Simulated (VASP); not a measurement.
# Na (R-3m) in VASP: further runs

The runs below take Na through single point, with PBEsol.

Program: VASP 6.6.1. These are calculated values, not measurements. Logs are shortened: lines on timing, memory, paths and dates and some standing lists are left out, and cuts for length are marked.

## 1. The cell of the first run

Symmetry: R-3m, No. 166, trigonal system. The conventional cell has a = 5.899 Å, b = 5.899 Å, c = 3.778 Å, α = 90.00°, β = 90.00°, γ = 120.00°. Within 4.8 Å of Na (site symmetry -3m) lie 14 Na at 3.63 to 4.24 Å.

## 2. Single point, PBEsol (equal xy, yz and zx shear strains of +3 %)

The input, INCAR:

```
SYSTEM = Na
PREC = Accurate
ENCUT = 520
EDIFF = 1E-7
ISMEAR = -1
SIGMA = 0.05
LREAL = .False.
LASPH = .True.
NELM = 80
ALGO = Normal
ISIF = 2
LWAVE = .False.
LCHARG = .False.
GGA = PS
NBANDS = 10
```

The input, KPOINTS:

```
regular mesh
0
Gamma
  12 12 12
  0 0 0
```

The input, POSCAR:

```
Na
1.0
   -2.0539750000      2.1175000000      2.1175000000
    2.1175000000     -2.0539750000      2.1175000000
    2.1175000000      2.1175000000     -2.0539750000
Na
1
Direct
    0.0000000000      0.0000000000      0.0000000000
```

Potentials or basis: VASP PAW PBE potentials, release 64 (Na_pv).

Launch:

```
$ cat potpaw_PBE.64/Na_pv/POTCAR > POTCAR
$ mpirun -np 1 vasp_std > vasp.out
```

OUTCAR:

```text
SYSTEM = Na
   PREC = Accurate
   ENCUT = 520
   EDIFF = 1E-7
   ISMEAR = -1
   LREAL = .False.
   LASPH = .True.
   NELM = 80
   ISIF = 2
   GGA = PS

 ion  position               nearest neighbor table
   1  0.000  0.000  0.000-

  LATTYP: Found a trigonal (rhomboedric) cell.
 ALAT       =     3.6313118567
 COS(alpha) =    -0.3196300452

  Lattice vectors:

 A1 = (  -2.0539750000,   2.1175000000,   2.1175000000)
 A2 = (   2.1175000000,  -2.0539750000,   2.1175000000)
 A3 = (   2.1175000000,   2.1175000000,  -2.0539750000)

Analysis of symmetry for initial positions (statically):
=====================================================================
 Subroutine PRICEL returns:
 Original cell was already a primitive cell.

 Routine SETGRP: Setting up the symmetry group for a
 trigonal (rhombohedral) supercell.

 Subroutine GETGRP returns: Found 12 space group operations
 (whereof 12 operations were pure point group operations)
 out of a pool of 12 trial point group operations.

The static configuration has the point symmetry D_3d.

Analysis of symmetry for dynamics (positions and initial velocities):
=====================================================================
 Subroutine PRICEL returns:
 Original cell was already a primitive cell.

 Routine SETGRP: Setting up the symmetry group for a
 trigonal (rhombohedral) supercell.

 Subroutine GETGRP returns: Found 12 space group operations
 (whereof 12 operations were pure point group operations)
 out of a pool of 12 trial point group operations.

The dynamic configuration has the point symmetry D_3d.

 Subroutine INISYM returns: Found 12 space group operations
 (whereof 12 operations are pure point group operations),
 and found     1 'primitive' translations

----------------------------------------------------------------------------------------

                                     Primitive cell

  volume of cell :      37.9525

  direct lattice vectors                    reciprocal lattice vectors
    -2.053975000  2.117500000  2.117500000    -0.006982234  0.232741125  0.232741125
     2.117500000 -2.053975000  2.117500000     0.232741125 -0.006982234  0.232741125
     2.117500000  2.117500000 -2.053975000     0.232741125  0.232741125 -0.006982234

  length of vectors
     3.631311857  3.631311857  3.631311857     0.329219706  0.329219706  0.329219706

  position of ions in fractional coordinates (direct lattice)
     0.000000000  0.000000000  0.000000000

  ion indices of the primitive-cell ions
   primitive index   ion index
                 1           1

----------------------------------------------------------------------------------------

 KPOINTS: regular mesh

Automatic generation of k-mesh.
 Grid dimensions read from file:
 generate k-points for:   12   12   12

 Generating k-lattice:

  Cartesian coordinates                     Fractional coordinates (reciprocal lattice)
    -0.000581853  0.019395094  0.019395094     0.083333333  0.000000000  0.000000000
     0.019395094 -0.000581853  0.019395094     0.000000000  0.083333333  0.000000000
     0.019395094  0.019395094 -0.000581853     0.000000000  0.000000000  0.083333333

  Length of vectors
     0.027434975  0.027434975  0.027434975

  Shift w.r.t. Gamma in fractional coordinates (k-lattice)
     0.000000000  0.000000000  0.000000000

 Subroutine IBZKPT returns following result:
 ===========================================

 Found    189 irreducible k-points:

 Following reciprocal coordinates:
            Coordinates               Weight
  0.000000  0.000000  0.000000      1.000000
  0.083333 -0.000000 -0.000000      6.000000
  0.166667  0.000000  0.000000      6.000000
  0.250000  0.000000  0.000000      6.000000
  0.333333 -0.000000 -0.000000      6.000000
  0.416667  0.000000  0.000000      6.000000
[... 16 lines left out ...]
  0.500000  0.166667 -0.000000     12.000000
 -0.416667  0.166667  0.000000     12.000000
 [... further k-points ...]
   k-points           NKPTS =    189   k-points in BZ     NKDIM =    189   number of bands    NBANDS=     10
   number of dos      NEDOS =    301   number of ions     NIONS =      1
   total plane-waves  NPLWV =  21952
   dimension x,y,z NGX =    28 NGY =   28 NGZ =   28
   dimension x,y,z NGXF=    56 NGYF=   56 NGZF=   56
   ions per type =               1
   NGX,Y,Z   is equivalent  to a cutoff of  12.82, 12.82, 12.82 a.u.
   NGXF,Y,Z  is equivalent  to a cutoff of  25.64, 25.64, 25.64 a.u.
 SYSTEM =  Na
   PREC   = accura    normal or accurate (medium, high low for compatibility)
   ISTART =      0    job   : 0-new  1-cont  2-samecut
   ICHARG =      2    charge: 1-file 2-atom 10-const
   ISPIN  =      1    spin polarized calculation?
   LNONCOLLINEAR =      F non collinear calculations
   LSORBIT =      F    spin-orbit coupling
   LASPH  =      T    aspherical Exc in radial PAW
   ENCUT  =  520.0 eV  38.22 Ry    6.18 a.u.   6.75  6.75  6.75*2*pi/ulx,y,z
   NELM   =     80;   NELMIN=  2; NELMDL= -5     # of ELM steps
   EDIFF  = 0.1E-06   stopping-criterion for ELM
   LREAL  =      F    real-space projection
   EDIFFG = 0.1E-05   stopping-criterion for IOM
   NSW    =      0    number of steps for IOM
   IBRION =     -1    ionic relax: 0-MD 1-quasi-New 2-CG
   NFREE  =      0    steps in history (QN), initial steepest desc. (CG)
   ISIF   =      2    stress and relaxation
   ISYM   =      2    0-nonsym 1-usesym 2-fastsym
   POTIM  = 0.5000    time-step for ionic-motion
   TEBEG  =    0.0;   TEEND  =   0.0 temperature during run
   PSTRESS=    0.0 pullay stress
   NELECT =       7.0000    total number of electrons
   NUPDOWN=      -1.0000    fix difference up-down
   EMIN   =  10.00;   EMAX   =-10.00  energy-range for DOS
   EFERMI =   0.00;   METHOD = LEGACY
   ISMEAR =    -1;   SIGMA  =   0.05  broadening in eV -4-tet -1-fermi 0-gaus
   EFERMI_NEDOS =   21; number of points for ismear=-14 and -15
   IALGO  =     38    algorithm
   IMIX   =      4    mixing-type and parameters
     AMIX     =   0.40;   BMIX     =  1.00
     AMIX_MAG =   1.60;   BMIX_MAG =  1.00
  volume/ion in A,a.u.               =      37.95       256.12
  Fermi-wavevector in a.u.,A,eV,Ry     =   0.931882  1.761001 11.815351  0.868404
  Thomas-Fermi vector in A             =   2.058422
   LORBIT       =      0    0 simple, 1 ext, 2 COOP (PROOUT), +10 PAW based schemes
   GGA     = PS    functional components
   LHFCALC =     F    Hartree Fock is set to
   AEXX    =    0.0000 exact exchange contribution
   IVDW    =     0    specifies the selected vdW correction
   LEPSILON=     F    determine dielectric tensor
   LRPA    =     F    only Hartree local field effects (RPA)
 non-spin polarized calculation
  energy-cutoff  :      520.00
  volume of cell :       37.95
 maximum number of plane-waves:      1035
   NGX = 13   NGY = 13   NGZ = 13

 number of electron       7.0000002 magnetization

 Free energy of the ion-electron system (eV)
  ---------------------------------------------------
  ext. energy  EPLUGINS =         0.00000000
  ---------------------------------------------------
  free energy    TOTEN  =        -1.39652952 eV

  energy without entropy =       -1.39174194  energy(sigma->0) =       -1.39413573

 E-fermi :   0.2125     XC(G=0):  -6.4394

 val. band max:        0.2002271718   @ k =  -0.3333   0.4167   0.1667
 cond. band min:       0.2334062310   @ k =  -0.4167   0.3333   0.2500
 fundamental gap:      0.0331790593
 Fermi energy:         0.2125368244

 k-point     1 :       0.0000    0.0000    0.0000
  band No.  band energies     occupation
      1     -24.5672      2.00000
      2     -24.5672      2.00000
      3     -24.5660      2.00000
      4      -2.9880      2.00000
      5      11.5861      0.00000
      6      11.5861      0.00000
      7      11.9627      0.00000
      8      12.9431      0.00000
      9      12.9455      0.00000
     10      13.0001      0.00000

 k-point     2 :       0.0833   -0.0000   -0.0000
  band No.  band energies     occupation
      1     -24.5690      2.00000
      2     -24.5672      2.00000
      3     -24.5670      2.00000
      4      -2.8711      2.00000
      5       9.9927      0.00000
      6      10.9482      0.00000
      7      11.4234      0.00000
      8      12.1235      0.00000
      9      12.5674      0.00000
     10      13.5451      0.00000

 k-point     3 :       0.1667    0.0000    0.0000
  band No.  band energies     occupation
      1     -24.5748      2.00000
      2     -24.5688      2.00000
      3     -24.5672      2.00000
      4      -2.5218      2.00000
      5       7.8912      0.00000
      6      10.0831      0.00000
      7      10.7249      0.00000
      8      11.1801      0.00000
      9      12.0800      0.00000
     10      14.0105      0.00000

 k-point     4 :       0.2500    0.0000    0.0000
  band No.  band energies     occupation
      1     -24.5828      2.00000
      2     -24.5711      2.00000
      3     -24.5673      2.00000
      4      -1.9449      2.00000
      5       5.9249      0.00000
      6       9.3705      0.00000
      7      10.1438      0.00000
      8      10.4356      0.00000
      9      11.5164      0.00000
     10      14.6255      0.00000
[... 222 lines left out ...]
 k-point    22 :       0.4167    0.1667    0.0000
  band No.  band energies     occupation
      1     -24.5960      2.00000
      2     -24.5791      2.00000
      3     -24.5698      2.00000
      4       1.1918      0.00000
      5       1.6720      0.00000
      6       5.6855      0.00000
      7       8.5940      0.00000
      8      11.0016      0.00000
      9      13.6791      0.00000
     10      14.7470      0.00000

 k-point    23 :       0.5000    0.1667   -0.0000
  band No.  band energies     occupation
      1     -24.5965      2.00000
      2     -24.5773      2.00000
      3     -24.5696      2.00000
      4       0.2669      0.50395
      5       2.7691      0.00000
      6       5.8565      0.00000
      7       8.7529      0.00000
      8      11.0126      0.00000
      9      13.5530      0.00000
     10      14.3488      0.00000

 k-point    24 :      -0.4167    0.1667    0.0000
  band No.  band energies     occupation
      1     -24.5937      2.00000
      2     -24.5746      2.00000
      3     -24.5692      2.00000
      4      -0.7422      2.00000
      5       4.3317      0.00000
      6       6.2530      0.00000
      7       9.1104      0.00000
      8      11.2001      0.00000
      9      13.0452      0.00000
     10      14.2216      0.00000

 [... further k-points ...]
[... 5 lines left out ...]
  --------------------------------------------------------------------------------------
  -------------------------------------------------------------------------------------
  Total       -0.0746638     -0.0746638     -0.0746638     -0.0328331     -0.0328331     -0.0328331
  in kB       -3.1519582     -3.1519582     -3.1519582     -1.3860627     -1.3860627     -1.3860627
  external PRESSURE =      -3.1519582 kB  Pullay stress =       0.0000000 kB

 VOLUME and BASIS-vectors are now :
 -----------------------------------------------------------------------------
  energy-cutoff  :      520.00
  volume of cell :       37.95
      direct lattice vectors                 reciprocal lattice vectors
    -2.053975000  2.117500000  2.117500000    -0.006982234  0.232741125  0.232741125
     2.117500000 -2.053975000  2.117500000     0.232741125 -0.006982234  0.232741125
     2.117500000  2.117500000 -2.053975000     0.232741125  0.232741125 -0.006982234

 POSITION                                       TOTAL-FORCE (eV/Angst)
 -----------------------------------------------------------------------------------
      0.00000      0.00000      0.00000         0.000000      0.000000     -0.000000
 -----------------------------------------------------------------------------------
    total drift:                               -0.000000     -0.000000     -0.000000

  FREE ENERGIE OF THE ION-ELECTRON SYSTEM (eV)
  ---------------------------------------------------
  free  energy   TOTEN  =        -1.3965295216 eV

  energy  without entropy=       -1.3917419431  energy(sigma->0) =       -1.39413573
```

It took 26 s on 1 thread of Intel Xeon Platinum 8488C (Sapphire Rapids), shared host; peak memory 0.19 GiB.

Results:

```yaml
Free_energy: -1.3965 eV
Pressure: -0.3 GPa
```

Caveat: the cell differs from its parent crystal (equal xy, yz and zx shear strains of +3 %); the PAW data sets were made with another functional, which shifts forces and pressure a little.

## 3. Single point, PBEsol (equal xy, yz and zx shear strains of -3 %)

The input, INCAR:

```
ALGO = Normal
EDIFF = 1E-6
ENCUT = 520
GGA = PS
ISIF = 2
ISMEAR = -1
LASPH = T
LCHARG = T
LELF = T
LREAL = F
LVHAR = T
LWAVE = F
NBANDS = 10
NELM = 60
PREC = Accurate
SIGMA = 0.05
```

The input, KPOINTS:

```
k-points
0
Gamma
  12 12 12
```

The input, POSCAR:

```
Na
1.0
   -2.1810250000      2.1175000000      2.1175000000
    2.1175000000     -2.1810250000      2.1175000000
    2.1175000000      2.1175000000     -2.1810250000
Na
1
Direct
    0.0000000000      0.0000000000      0.0000000000
```

Potentials or basis: VASP PAW PBE potentials, release 64 (Na_pv).

Launch:

```
$ cat potpaw_PBE.64/Na_pv/POTCAR > POTCAR
$ mpirun -np 1 vasp_std > vasp.out
```

Wall time 22 s (1 thread of Intel Xeon Platinum 8488C (Sapphire Rapids), shared host); peak memory 0.19 GiB.

The run converged. Its results:

- Free energy: -1.3964 eV
- Pressure: -0.3 GPa

Stress tensor (GPa, compression positive):
```
-0.33  0.15  0.15
 0.15 -0.33  0.15
 0.15  0.15 -0.33
```

Levels at points of the mesh, in eV from the Fermi level:
```
           k point  band 1  band 2  band 3  band 4  band 5  band 6  band 7  band 8
(0.00, 0.00, 0.00)  -24.77  -24.77  -24.77   -3.19   11.46   11.49   11.49   12.70
(0.50, 0.00, 0.00)  -24.81  -24.78  -24.77    0.89    1.38    8.06    8.89    9.06
(0.50, 0.50, 0.00)  -24.80  -24.78  -24.77    0.67    1.10    8.14    8.71    9.76
(0.50, 0.50, 0.50)  -24.81  -24.79  -24.79    4.52    4.52    4.78    4.88    4.88
```

Caveat: the cell differs from its parent crystal (equal xy, yz and zx shear strains of -3 %); the PAW data sets were made with another functional, which shifts forces and pressure a little.

## 4. Single point, PBEsol (equal xy, yz and zx shear strains of -1 %)

The input, INCAR:

```
SYSTEM = Na
PREC = Accurate
ENCUT = 520
EDIFF = 1E-7
ISMEAR = -1
SIGMA = 0.05
LREAL = .False.
LASPH = .True.
NELM = 100
ALGO = Normal
ISIF = 2
LWAVE = .False.
LCHARG = .True.
GGA = PS
LELF = .True.
LVHAR = .True.
NBANDS = 10
```

The input, KPOINTS:

```
regular mesh
0
Gamma
  12 12 12
  0 0 0
```

The input, POSCAR:

```
Na
1.0
   -2.1386750000      2.1175000000      2.1175000000
    2.1175000000     -2.1386750000      2.1175000000
    2.1175000000      2.1175000000     -2.1386750000
Na
1
Direct
    0.0000000000      0.0000000000      0.0000000000
```

Launch:

```
$ cat potpaw_PBE.64/Na_pv/POTCAR > POTCAR
$ mpirun -np 1 vasp_std > vasp.out
```

It took 26 s on 1 thread of Intel Xeon Platinum 8488C (Sapphire Rapids), shared host; peak memory 0.19 GiB.

The run converged. Its results:

| Quantity | Value |
| --- | --- |
| Free energy | -1.3977 eV |
| Pressure | -0.3 GPa |

Levels at points of the mesh, in eV from the Fermi level:
| k point | band 1 | band 2 | band 3 | band 4 | band 5 | band 6 |
| --- | --- | --- | --- | --- | --- | --- |
| (0.00, 0.00, 0.00) | -24.77 | -24.77 | -24.77 | -3.19 | 11.56 | 11.61 |
| (0.50, 0.00, 0.00) | -24.80 | -24.78 | -24.77 | 0.81 | 1.28 | 8.11 |
| (0.50, 0.50, 0.00) | -24.80 | -24.78 | -24.77 | 0.74 | 1.19 | 8.16 |
| (0.50, 0.50, 0.50) | -24.80 | -24.79 | -24.79 | 4.51 | 4.51 | 4.82 |

Caveat: the cell differs from its parent crystal (equal xy, yz and zx shear strains of -1 %); the PAW data sets were made with another functional, which shifts forces and pressure a little.

## 5. Overview

| cell | gap on the mesh (eV) | pressure (GPa) |
| --- | --- | --- |
| a = 3.631 Å, angles 108.6°, 1 atom | none | -0.3 |
| a = 3.705 Å, angles 110.3°, 1 atom | none | -0.3 |
| a = 3.680 Å, angles 109.7°, 1 atom | none | -0.3 |

Alike in all rows: task single point; level PBEsol; potentials or basis VASP PAW PBE potentials, release 64 (Na_pv); no spin polarisation; k mesh 12 × 12 × 12; cutoff (eV) 520; smearing fermi-dirac 0.05 eV.

Caveats: the PAW data sets were made with another functional, which shifts forces and pressure a little.

Total energies depend on the potentials used, so only differences within one code and one set of settings carry meaning.
